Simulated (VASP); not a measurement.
Input of a VASP 6.6.1 run:

File INCAR:

```
ALGO = Normal
EDIFF = 1E-7
ENCUT = 520
GGA = PE
ISIF = 2
ISMEAR = -1
LASPH = True
LCHARG = False
LREAL = False
LWAVE = False
NBANDS = 26
NELM = 80
PREC = Accurate
SIGMA = 0.02
```

File KPOINTS:

```
k-points
0
Gamma
  13 13 7
```

The input POSCAR:

```
ZnS
1.0
    3.8480166318      0.0000000000      0.0000000000
   -1.9240083159      3.3324801573      0.0000000000
    0.0000000000      0.0000000000      6.3021627977
Zn S
2 2
Direct
    0.3333333333      0.6666666667      0.0000000000
    0.6666666667      0.3333333333      0.5000000000
    0.3333333333      0.6666666667      0.3748000000
    0.6666666667      0.3333333333      0.8748000000
```

Potentials or basis: VASP PAW PBE potentials, release 64 (Zn, S).

Launch:

```sh
$ cat potpaw_PBE.64/Zn/POTCAR potpaw_PBE.64/S/POTCAR > POTCAR
$ mpirun -np 1 vasp_std > vasp.out
```

What does it give for the pressure?

0.1 GPa.

What does it give for the band gap on the k mesh?

2.08 eV.

Stress tensor (GPa, compression positive):
```
0.04 0.00 0.00
0.00 0.04 0.00
0.00 0.00 0.16
```

A k mesh can miss the band edges.
